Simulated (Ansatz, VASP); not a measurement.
Two plane-wave programs on Ta

```
Ta
1.0
    -1.65128    1.65128    1.65128
     1.65128   -1.65128    1.65128
     1.65128    1.65128   -1.65128
Ta
1
Direct
  0.00000 0.00000 0.00000
```

Alike in both runs: task relaxation of cell and atoms; functional r2SCAN; k mesh 11 × 11 × 11; occupations fermi-dirac, width 0.05 eV; no spin polarisation.

```csv
,VASP,Ansatz
version,VASP 6.6.1,Ansatz 0.2.0
potentials or method,"VASP PAW PBE potentials, release 64 (Ta_pv)",Ansatz PAW
plane-wave cutoff (eV),600,500
valence electrons in the cell,11,13
```

```csv
,VASP,Ansatz,Ansatz less VASP
"gap on the k mesh at the Fermi level, each at its own relaxed structure (eV)",none,none,-
relaxed volume (Å³/atom),18.07,18.02,-0.054
relaxed length of the cell vector where the two differ most in proportion (Å),2.863,2.860,-0.0029
```

VASP's potentials were made for PBE, not for r2SCAN. A gap of «none» marks a metal or a gap that the smearing closes. VASP's potentials hold 11 valence electrons a cell and Ansatz's 13, so a difference there can come from the potentials and not from the codes.

Neither program's run includes spin-orbit coupling. Noted on Ansatz's run: the plane-wave basis is chosen anew once the cell has moved, so the energies of steps on either side of that aren't comparable.
